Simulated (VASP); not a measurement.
V: single point with PBE

V:

```xyz
1
Lattice="-1.4883 1.4883 1.4883 1.4883 -1.4883 1.4883 1.4883 1.4883 -1.4883" Properties=species:S:1:pos:R:3 pbc="T T T"
V     0.0000    0.0000    0.0000
```

```
Program             : VASP 6.6.1
Task                : single point
Functional          : PBE
Potentials or basis : VASP PAW PBE potentials, release 64 (V_sv)
Cutoff              : 520 eV
k mesh              : 20 × 20 × 20
Occupations         : gaussian, width 0.05 eV
Spin                : no spin polarisation
```

| Quantity | Value |
| --- | --- |
| Pressure | 4.2 GPa |
| Band gap on the k mesh | zero (an odd number of electrons rules out a gap without spin polarisation) |

Levels at points of the mesh, in eV from the Fermi level:
```tsv
k point	band 3	band 4	band 5	band 6	band 7	band 8	band 9	band 10
(0.00, 0.00, 0.00)	-36.95	-36.95	-6.62	0.42	0.42	0.42	2.49	2.49
(0.50, 0.00, 0.00)	-37.25	-36.96	-3.24	-1.16	1.73	2.49	2.86	4.23
(0.50, 0.50, 0.50)	-37.61	-37.61	-3.08	-3.08	3.83	3.83	3.83	10.42
```

Run time: 60 s on 1 thread of Intel Xeon 8259CL, on a shared host, peak memory 0.15 GiB.

Caveat: the cell stands under pressure.
